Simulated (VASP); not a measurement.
Input of a VASP 6.6.1 run:

INCAR

```
PREC = Accurate ; ENCUT = 520
EDIFF = 1E-7 ; ISMEAR = 0
SIGMA = 0.1 ; LREAL = False
LASPH = True ; NELM = 80
ALGO = Normal ; ISIF = 2
LWAVE = False ; LCHARG = False
GGA = PE ; NBANDS = 31
```

The input KPOINTS:

```
Automatic mesh
0
Gamma
  3 3 4
```

File POSCAR:

```
Sb3Se
1.0
    6.6480972092      0.0000000000      0.0000000000
   -3.3240486046      5.7574210700      0.0000000000
    0.0000000000      0.0000000000      5.4027523640
Sb Se
6 2
Direct
    0.3214143941      0.1607071971      0.7500000000
    0.8392928029      0.1607071971      0.7500000000
    0.8392928029      0.6785856059      0.7500000000
    0.6785856059      0.8392928029      0.2500000000
    0.1607071971      0.8392928029      0.2500000000
    0.1607071971      0.3214143941      0.2500000000
    0.6666666667      0.3333333333      0.2500000000
    0.3333333333      0.6666666667      0.7500000000
```

Potentials or basis: VASP PAW PBE potentials, release 64 (Sb, Se).

The run is started by

```sh
$ cat potpaw_PBE.64/Sb/POTCAR potpaw_PBE.64/Se/POTCAR > POTCAR
$ mpirun -np 1 vasp_std > vasp.out
```

Problem. Estimate the pressure.

Solution. -0.2 GPa.

Problem. Estimate the band gap on the k mesh.

Solution. Zero (band 21 reaches 8.13 eV, above the bottom of band 22 at 6.52 eV).

Forces in eV/Å, atoms in the order of the input:
```
Sb  -0.002 -0.001  0.000
Sb   0.002 -0.001  0.000
Sb   0.000  0.003  0.000
Sb   0.002  0.001  0.000
Sb  -0.002  0.001  0.000
Sb   0.000 -0.003  0.000
Se   0.000  0.000  0.000
Se   0.000  0.000  0.000
```

Caveat: the k points lie up to 0.36 Å⁻¹ apart; spin-orbit coupling is left out, which moves the levels of the heavy elements.
